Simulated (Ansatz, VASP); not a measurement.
**PbF2: VASP beside Ansatz**

```
Pb F
1.0
     0.00000    2.96046    2.96046
     2.96046    0.00000    2.96046
     2.96046    2.96046    0.00000
Pb F
1 2
Direct
  0.00000 0.00000 0.00000
  0.25000 0.25000 0.25000
  0.75000 0.75000 0.75000
```

Alike in both runs: task single point; functional r2SCAN; k mesh 8 × 8 × 8; occupations gaussian, width 0.05 eV; no spin polarisation.

|  | VASP | Ansatz |
| --- | --- | --- |
| version | VASP 6.6.1 | Ansatz 0.2.0 |
| potentials or method | VASP PAW PBE potentials, release 64 (Pb_d, F), cutoff 520 eV | scalar-relativistic, plane waves, PAW |
| valence electrons in the cell | 28 | 28 |

VASP gave:

| Property | Result |
| --- | --- |
| gap on the k mesh at the Fermi level (eV) | 4.93 |
| least direct gap on the mesh (eV) | 5.08 |
| pressure (GPa) | -0.1 |

**Question.** What did Ansatz give for the same quantities?

**Answer.** gap on the k mesh at the Fermi level (eV): 4.93; least direct gap on the mesh (eV): 5.07; pressure (GPa): 0.0.

VASP's potentials were made for PBE, not for r2SCAN. The functional is the same, so the differences come from potentials, cutoffs and numerics.

Neither program's run includes spin-orbit coupling.
